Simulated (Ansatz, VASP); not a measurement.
**Bi in VASP and in Ansatz**

```xyz
2
Lattice="3.9450 0.0000 0.0000 -1.9725 3.4165 0.0000 0.0000 0.0000 28.0000" Properties=species:S:1:pos:R:3 pbc="T T T"
Bi    0.0000    2.2776   14.1840
Bi    1.9725    1.1388   13.8160
```

Alike in both runs: task single point; functional LDA; k mesh 9 × 9 × 1; occupations gaussian, width 0.02 eV; no spin polarisation.

|  | VASP | Ansatz |
| --- | --- | --- |
| version | VASP 6.6.1 | Ansatz 0.2.0 |
| potentials or method | VASP PAW LDA potentials, release 64 (Bi_d), cutoff 520 eV | scalar-relativistic, plane waves, PAW |
| valence electrons in the cell | 30 | 30 |

|  | VASP | Ansatz | Ansatz less VASP |
| --- | --- | --- | --- |
| gap on the k mesh at the Fermi level (eV) | none | none | - |
| rms of the force components (eV/Å) | 3.707 | 3.723 | +0.0157 |

LDA's correlation is that of Perdew and Zunger in VASP and of Perdew and Wang (1992) in Ansatz. Atom by atom the forces differ by 0.016 eV/Å (rms over components). A gap of «none» marks a metal or a gap that the smearing closes.

Spin-orbit coupling is off throughout.
